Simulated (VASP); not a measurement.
Wanted: the native input for a VASP 6.6.1 run.

```yaml
Task: single point
Functional: PBEsol
Potentials_or_basis: VASP PAW PBE potentials, release 64 (Ir)
Cutoff: 500 eV
k_mesh: 13 × 13 × 13
Occupations: methfessel-paxton, width 0.1 eV
Spin: no spin polarisation
Dipole_correction: no
Further_INCAR_settings: ALGO = Normal; EDIFF = 1e-06; NBANDS = 10
```

The structure of Ir lies in POSCAR:

```
Ir
1.0
    0.0000000000      1.8630911555      1.8630911555
    1.8630911555      0.0000000000      1.8630911555
    1.8630911555      1.8630911555      0.0000000000
Ir
1
Direct
    0.0000000000      0.0000000000      0.0000000000
```

One way to write it, as run:

INCAR

```
SYSTEM = Ir
PREC = Accurate
ENCUT = 500
EDIFF = 1E-6
ISMEAR = 1
SIGMA = 0.1
LREAL = .FALSE.
LASPH = .TRUE.
NELM = 120
ALGO = Normal
ISIF = 2
LWAVE = .FALSE.
LCHARG = .FALSE.
GGA = PS
NBANDS = 10
GGA_COMPAT = .FALSE.
```

KPOINTS

```
regular mesh
0
G
  13 13 13
  0 0 0
```

Potentials or basis: VASP PAW PBE potentials, release 64 (Ir).

Launch:

```console
$ cat potpaw_PBE.64/Ir/POTCAR > POTCAR
$ mpirun -np 1 vasp_std > vasp.out
```

Results of the run:

The pressure is 41.4 GPa.

Caveat: the PAW data sets were made with another functional, which shifts forces and pressure a little.

Run time: 6.2 s on 1 thread of Intel(R) Xeon(R) Platinum 8375C CPU @ 2.90GHz (Ice Lake), on a shared host, peak memory 0.13 GiB.
